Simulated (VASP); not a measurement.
A run of VASP 6.6.1:

INCAR

```
SYSTEM = Ta
ALGO = Fast
EDIFF = 1E-6
ENCUT = 520
GGA = PE
ISIF = 2
ISMEAR = -1
LASPH = .True.
LCHARG = .False.
LREAL = .False.
LWAVE = .False.
NBANDS = 12
NELM = 80
PREC = Accurate
SIGMA = 0.05
```

File KPOINTS:

```
k-points
0
Gamma
  11 11 11
  0 0 0
```

File POSCAR:

```
Ta
1.0
   -1.6836662614      1.6836662614      1.6836662614
    1.6836662614     -1.6836662614      1.6836662614
    1.6836662614      1.6836662614     -1.6836662614
Ta
1
Direct
    0.0000000000      0.0000000000      0.0000000000
```

Potentials or basis: VASP PAW PBE potentials, release 64 (Ta_pv).

Command:

```bash
$ cat potpaw_PBE.64/Ta_pv/POTCAR > POTCAR
$ mpirun -np 1 vasp_std > vasp.out
```

Hardware: 1 thread of AMD EPYC 9R45 96-Core Processor (Zen 5), with other jobs on the host.

Question: Estimate the wall time of this run.

Answer: It took 11 s on 1 thread of AMD EPYC 9R45 96-Core Processor (Zen 5), with other jobs on the host, peak memory 0.11 GiB. Counts: scf iterations 14, k points 56.
